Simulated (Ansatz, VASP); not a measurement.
## One calculation of TiO2, two programs

```xyz
3
Lattice="1.4973 0.8645 6.9815 -1.4973 0.8645 6.9815 0.0000 -1.7290 6.9815" Properties=species:S:1:pos:R:3 pbc="T T T"
Ti    0.0000    0.0000    0.0000
O     0.0000    0.0000    7.9492
O     0.0000    0.0000   12.9955
```

Alike in both runs: functional LDA; k mesh 10 × 10 × 10; occupations fermi-dirac, width 0.05 eV; no spin polarisation.

|  | VASP | Ansatz |
| --- | --- | --- |
| version | VASP 6.6.1 | Ansatz 0.2.0 |
| potentials or method | VASP PAW LDA potentials, release 64 (Ti_sv, O), cutoff 520 eV | all-electron LAPW, scalar-relativistic |
| task | single point | band structure |

VASP gave:

| Item | Value |
| --- | --- |
| gap on the k mesh at the Fermi level (eV) | 2.59 |
| least direct gap on the mesh (eV) | 2.77 |
| pressure (GPa) | -6.9 |
| traceless stress, the component that is largest in VASP (GPa) | 2.44 |
| rms of the force components (eV/Å) | 0.353 |

Question: What did Ansatz give for the same quantities?

Answer: gap on the k mesh at the Fermi level (eV): 2.62; least direct gap on the mesh (eV): 2.79; pressure (GPa): -7.5; traceless stress, the component that is largest in VASP (GPa): 2.74; rms of the force components (eV/Å): 0.386.

LDA's correlation is that of Perdew and Zunger in VASP and of Perdew and Wang (1992) in Ansatz. Atom by atom the forces differ by 0.033 eV/Å (rms over components). Ansatz ran all-electron here, and VASP with PAW potentials.
